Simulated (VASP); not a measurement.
# Ti (Im-3m) in VASP: further runs, part 2 of 2

VASP 6.6.1. Earlier steps stand in the parts before.

### 3 Relaxation of cell and atoms, PBEsol

This run uses another cell than the first one, of 16.54 Å³/atom.

INCAR

```
ALGO     = Normal         # electronic algorithm
EDIFF    = 1E-6           # SCF threshold, eV
EDIFFG   = -0.001         # ionic threshold
ENCUT    = 600            # plane-wave cutoff, eV
GGA      = PS             # functional
IBRION   = 2              # ionic algorithm
ISIF     = 3              # what is computed and relaxed
ISMEAR   = -1             # smearing method
LASPH    = T              # aspherical terms in the spheres
LCHARG   = F              # write CHGCAR
LREAL    = F              # projectors in reciprocal space
LWAVE    = F              # write WAVECAR
NELM     = 100            # most SCF steps
NSW      = 80             # ionic steps
PREC     = Accurate       # precision mode
SIGMA    = 0.15           # smearing width, eV
```

KPOINTS

```
k-points
0
Gamma
  20 20 20
```

POSCAR

```
Ti
1.0
   -1.6051160628      1.6051160628      1.6051160628
    1.6051160628     -1.6051160628      1.6051160628
    1.6051160628      1.6051160628     -1.6051160628
Ti
1
Direct
    0.0000000000      0.0000000000      0.0000000000
```

Potentials or basis: VASP PAW PBE potentials, release 64 (Ti_sv).

Launch:

```bash
> cat potpaw_PBE.64/Ti_sv/POTCAR > POTCAR
> mpirun -np 1 vasp_std > vasp.out
```

OUTCAR:

```text
EDIFF = 1E-6
   EDIFFG = -0.001
   ENCUT = 600
   GGA = PS
   IBRION = 2
   ISIF = 3
   ISMEAR = -1
   LASPH = T
   LREAL = F
   NELM = 100
   NSW = 80
   PREC = Accurate

 ion  position               nearest neighbor table
   1  0.000  0.000  0.000-

  LATTYP: Found a body centered cubic cell.
 ALAT       =     3.2102321256

  Lattice vectors:

 A1 = (  -1.6051160628,   1.6051160628,   1.6051160628)
 A2 = (   1.6051160628,  -1.6051160628,   1.6051160628)
 A3 = (   1.6051160628,   1.6051160628,  -1.6051160628)

Analysis of symmetry for initial positions (statically):
=====================================================================
 Subroutine PRICEL returns:
 Original cell was already a primitive cell.

 Routine SETGRP: Setting up the symmetry group for a
 body centered cubic supercell.

 Subroutine GETGRP returns: Found 48 space group operations
 (whereof 48 operations were pure point group operations)
 out of a pool of 48 trial point group operations.

The static configuration has the point symmetry O_h .

Analysis of symmetry for dynamics (positions and initial velocities):
=====================================================================
 Subroutine PRICEL returns:
 Original cell was already a primitive cell.

 Routine SETGRP: Setting up the symmetry group for a
 body centered cubic supercell.

 Subroutine GETGRP returns: Found 48 space group operations
 (whereof 48 operations were pure point group operations)
 out of a pool of 48 trial point group operations.

The dynamic configuration has the point symmetry O_h .

 Subroutine INISYM returns: Found 48 space group operations
 (whereof 48 operations are pure point group operations),
 and found     1 'primitive' translations

----------------------------------------------------------------------------------------

                                     Primitive cell

  volume of cell :      16.5417

  direct lattice vectors                    reciprocal lattice vectors
[... 138 lines left out ...]
  FORCE on cell =-STRESS in cart. coord.  units (eV):
  Direction    XX          YY          ZZ          XY          YZ          ZX
  --------------------------------------------------------------------------------------
  -------------------------------------------------------------------------------------
  Total        0.0722307      0.0722307      0.0722307      0.0000000      0.0000000     -0.0000000
  in kB        6.9960524      6.9960524      6.9960524      0.0000000      0.0000000     -0.0000000
  external PRESSURE =       6.9960524 kB  Pullay stress =       0.0000000 kB
[... 86 lines left out ...]
  FREE ENERGIE OF THE ION-ELECTRON SYSTEM (eV)
  ---------------------------------------------------
  free  energy   TOTEN  =        -8.3160684428 eV

  energy  without entropy=       -8.1564773848  energy(sigma->0) =       -8.23627291

[... ionic steps 4 to 11 ...]

--------------------------------------- Ionic step       12  -------------------------------------------

 number of electron      11.9999999 magnetization

------------------------ aborting loop because EDIFF is reached ----------------------------------------
[... 65 lines left out ...]
--------------------------------------- Ionic step       14  -------------------------------------------

 number of electron      11.9999999 magnetization

 Free energy of the ion-electron system (eV)
  ---------------------------------------------------
  ext. energy  EPLUGINS =         0.00000000
  ---------------------------------------------------
  free energy    TOTEN  =        -8.31606764 eV

  energy without entropy =       -8.15637139  energy(sigma->0) =       -8.23621951

 E-fermi :   8.4049     XC(G=0): -11.8350

 val. band max:        8.3985235420   @ k =  -0.3000   0.3500   0.1000
 cond. band min:       8.4068868186   @ k =   0.2500   0.1000   0.0500
 fundamental gap:      0.0083632766
 Fermi energy:         8.4048883637

 k-point     1 :       0.0000    0.0000    0.0000
  band No.  band energies     occupation
      1     -47.8058      2.00000
      2     -23.7035      2.00000
      3     -23.7035      2.00000
      4     -23.7035      2.00000
      5       2.3609      2.00000
      6       9.4272      0.00219
      7       9.4272      0.00219
      8       9.4272      0.00219
      9      11.2951      0.00000
     10      11.2951      0.00000
[... 287 lines left out ...]
 k-point    24 :       0.2500    0.1000    0.0000
  band No.  band energies     occupation
      1     -47.6957      2.00000
      2     -24.2313      2.00000
      3     -23.8728      2.00000
      4     -23.7335      2.00000
      5       5.1353      2.00000
      6       8.3836      1.07076
      7       8.5806      0.47311
      8      10.9379      0.00000
      9      11.5772      0.00000
     10      11.7603      0.00000

 [... further k-points ...]

------------------------ aborting loop because EDIFF is reached ----------------------------------------

  FORCE on cell =-STRESS in cart. coord.  units (eV):
  Direction    XX          YY          ZZ          XY          YZ          ZX
  --------------------------------------------------------------------------------------
  -------------------------------------------------------------------------------------
  Total       -0.0007727     -0.0007727     -0.0007727     -0.0000000     -0.0000000      0.0000000
  in kB       -0.0743643     -0.0743643     -0.0743643     -0.0000000     -0.0000000      0.0000000
  external PRESSURE =      -0.0743643 kB  Pullay stress =       0.0000000 kB
[... 16 lines left out ...]
  FREE ENERGIE OF THE ION-ELECTRON SYSTEM (eV)
  ---------------------------------------------------
  free  energy   TOTEN  =        -8.3160676358 eV

  energy  without entropy=       -8.1563713865  energy(sigma->0) =       -8.23621951

 reached required accuracy - stopping structural energy minimisation
```

OSZICAR:

```text
N       E                     dE             d eps       ncg     rms          rms(c)
DAV:   1     0.817455932718E+02    0.81746E+02   -0.75474E+03  5120   0.161E+03
DAV:   2    -0.492719547346E+01   -0.86673E+02   -0.85392E+02  5248   0.332E+02
DAV:   3    -0.922890308068E+01   -0.43017E+01   -0.42316E+01  6906   0.763E+01
DAV:   4    -0.938551900308E+01   -0.15662E+00   -0.15627E+00  6078   0.118E+01
[... 91 lines left out ...]
DAV:   1    -0.831611368849E+01   -0.45280E-04   -0.10577E-03  5154   0.515E-01    0.603E-02
DAV:   2    -0.831606575321E+01    0.47935E-04   -0.18638E-04  5490   0.192E-01    0.114E-02
DAV:   3    -0.831606548953E+01    0.26369E-06   -0.15228E-05  6922   0.302E-02    0.431E-03
DAV:   4    -0.831606671383E+01   -0.12243E-05   -0.25041E-06  5568   0.935E-03    0.313E-03
DAV:   5    -0.831606763584E+01   -0.92201E-06   -0.28838E-06  6014   0.875E-03
  14 F= -.83160676E+01 E0= -.82362195E+01  d E =0.619323E-06
```

It took 5.3 min on 1 thread of Intel Xeon 8259CL, shared host; peak memory 0.2 GiB.

Results:

| Item | Value |
| --- | --- |
| Free energy | -8.3161 eV |
| Relaxed volume | 16.65 Å³/atom |
| Relaxed cell | a = 2.786 Å, b = 2.786 Å, c = 2.786 Å, α = 109.47°, β = 109.47°, γ = 109.47° |
| Space group after relaxing (to 0.1 Å) | Im-3m (No. 229) |
| Energy gained by relaxing | 0.2 meV/atom |
| Ionic steps | 14 |
| Pressure after relaxing | 0.0 GPa |
| Band gap on the k mesh | zero (bands 6 and 7 overlap by 1.72 eV) |

Step by step:
| step | energy change (eV) | largest force (eV/Å) | pressure (GPa) | volume (Å³) |
| --- | --- | --- | --- | --- |
| 1 | 0.0000 | 0.0000 | 0.70 | 16.54 |
| 2 | -0.0001 | 0.0000 | -0.48 | 16.72 |
| 3 | -0.0002 | 0.0000 | 0.01 | 16.64 |
| 4 | -0.0002 | 0.0000 | 0.01 | 16.64 |
| 5 | -0.0002 | 0.0000 | -0.16 | 16.68 |
| 6 | -0.0002 | 0.0000 | -0.03 | 16.64 |
| 7 | -0.0002 | 0.0000 | -0.03 | 16.64 |
| 8 | -0.0002 | 0.0000 | 0.11 | 16.62 |
| 9 | -0.0002 | 0.0000 | 0.09 | 16.63 |
| 10 | -0.0002 | 0.0000 | 0.06 | 16.63 |
| 11 | -0.0002 | 0.0000 | 0.07 | 16.64 |
| 12 | -0.0002 | 0.0000 | 0.06 | 16.64 |
| 13 | -0.0002 | 0.0000 | 0.05 | 16.64 |
| 14 | -0.0002 | 0.0000 | -0.01 | 16.65 |

Final structure:
```cif
data_structure
_symmetry_space_group_name_H-M 'P 1'
_symmetry_Int_Tables_number 1
_cell_length_a 2.7861
_cell_length_b 2.7861
_cell_length_c 2.7861
_cell_angle_alpha 109.471
_cell_angle_beta 109.471
_cell_angle_gamma 109.471
_cell_volume 16.65
loop_
_atom_site_label
_atom_site_type_symbol
_atom_site_fract_x
_atom_site_fract_y
_atom_site_fract_z
_atom_site_occupancy
Ti1 Ti 0.00000 0.00000 0.00000 1
```

Caveat: the PAW data sets were made with another functional, which shifts forces and pressure a little. Zero-point motion and thermal expansion aren't in these numbers.

### 4 Single point, PBEsol (equal strain along all axes, cell held: -3.0 %)

INCAR

```
PREC = Accurate
ENCUT = 520
EDIFF = 1E-6
ISMEAR = 0
SIGMA = 0.1
LREAL = False
LASPH = True
NELM = 100
ALGO = Normal
ISIF = 2
LWAVE = False
LCHARG = False
GGA = PS
NBANDS = 19
```

KPOINTS

```
regular mesh
0
Gamma
  16 16 16
```

POSCAR

```
Ti
1.0
    3.1139251620      0.0000000000      0.0000000000
    0.0000000000      3.1139251620      0.0000000000
    0.0000000000      0.0000000000      3.1139251620
Ti
2
Direct
    0.0000000000      0.0000000000      0.0000000000
    0.5000000000      0.5000000000      0.5000000000
```

Launch:

```bash
> cat potpaw_PBE.64/Ti_sv/POTCAR > POTCAR
> mpirun -np 1 vasp_std > vasp.out
```

It took 59 s on 1 thread of AMD EPYC 7R13 (Zen 3), shared host; peak memory 0.16 GiB.

The run converged. Its results:

* Free energy: -16.3874 eV
* Pressure: 11.4 GPa
* Band gap on the k mesh: zero (bands 12 and 13 overlap by 1.75 eV)

Levels at points of the mesh, in eV from the Fermi level:
| k point | band 10 | band 11 | band 12 | band 13 | band 14 | band 15 |
| --- | --- | --- | --- | --- | --- | --- |
| (0.00, 0.00, 0.00) | -2.62 | -2.62 | 1.10 | 1.10 | 1.10 | 3.21 |
| (0.50, 0.00, 0.00) | -2.62 | -0.12 | -0.12 | 1.48 | 1.48 | 1.48 |
| (0.50, 0.50, 0.00) | -2.83 | -0.57 | -0.57 | 1.67 | 1.67 | 3.23 |
| (0.50, 0.50, 0.50) | -0.65 | -0.65 | -0.65 | -0.65 | -0.65 | 3.72 |

Caveat: the cell differs from its parent crystal (equal strain along all axes, cell held: -3.0 %); the cell stands under pressure; the PAW data sets were made with another functional, which shifts forces and pressure a little.

### 5 Single point, PBEsol (equal strain along all axes, cell held: -2.0 %)

INCAR

```
PREC = Accurate
ENCUT = 520
EDIFF = 1E-7
ISMEAR = 0
SIGMA = 0.1
LREAL = F
LASPH = T
NELM = 80
ALGO = Fast
ISIF = 2
LWAVE = F
LCHARG = F
GGA = PS
NBANDS = 19
```

KPOINTS

```
Automatic mesh
0
Gamma
  16 16 16
```

POSCAR

```
Ti
1.0
    3.1460274832      0.0000000000      0.0000000000
    0.0000000000      3.1460274832      0.0000000000
    0.0000000000      0.0000000000      3.1460274832
Ti
2
Direct
    0.0000000000      0.0000000000      0.0000000000
    0.5000000000      0.5000000000      0.5000000000
```

Launch:

```bash
> cat potpaw_PBE.64/Ti_sv/POTCAR > POTCAR
> mpirun -np 1 vasp_std > vasp.out
```

Run time: 3.7 min. Hardware: 1 thread of AMD EPYC 7R13 (Zen 3), shared host; peak memory 0.17 GiB.

It converged, with:

- Free energy: -16.4423 eV
- Pressure: 6.9 GPa
- Band gap on the k mesh: zero (bands 12 and 13 overlap by 1.72 eV)

Levels at points of the mesh, in eV from the Fermi level:
```tsv
k point	band 8	band 9	band 10	band 11	band 12	band 13	band 14	band 15	band 16	band 17
(0.00, 0.00, 0.00)	-31.89	-6.16	-2.50	-2.50	1.08	1.08	1.08	3.11	3.11	4.50
(0.50, 0.00, 0.00)	-32.20	-2.63	-2.63	-0.07	-0.07	1.44	1.44	1.44	1.44	2.66
(0.50, 0.50, 0.00)	-31.89	-2.74	-2.74	-0.53	-0.53	1.54	1.54	3.12	3.12	3.52
(0.50, 0.50, 0.50)	-32.37	-0.64	-0.64	-0.64	-0.64	-0.64	-0.64	3.59	3.59	3.59
```

Caveat: the cell differs from its parent crystal (equal strain along all axes, cell held: -2.0 %); the cell stands under pressure; the PAW data sets were made with another functional, which shifts forces and pressure a little.

### 6 Overview

```csv
task,cell,k mesh,cutoff (eV),smearing,gap on the mesh (eV),pressure (GPa)
single point,"a = 2.788 Å, angles 109.5°, 1 atom, atomic positions A",20 × 20 × 20,520,fermi-dirac 0.15 eV,none,-0.3
relaxation of cell and atoms,"relaxed from a = 2.780 Å, angles 109.5°, 1 atom, atomic positions A",20 × 20 × 20,600,fermi-dirac 0.15 eV,none,0.0
single point,"a = 3.114 Å, 2 atoms, atomic positions B",16 × 16 × 16,520,gaussian 0.1 eV,none,11.4
single point,"a = 3.146 Å, 2 atoms, atomic positions B",16 × 16 × 16,520,gaussian 0.1 eV,none,6.9
```

Alike in all rows: level PBEsol; potentials or basis VASP PAW PBE potentials, release 64 (Ti_sv); no spin polarisation.

Caveats: the PAW data sets were made with another functional, which shifts forces and pressure a little; the cell stands under pressure (at least some runs).

Absolute energies hang on the potentials; compare differences alone.

The gap in the log of VASP goes by the Fermi energy; the results here count the filled bands.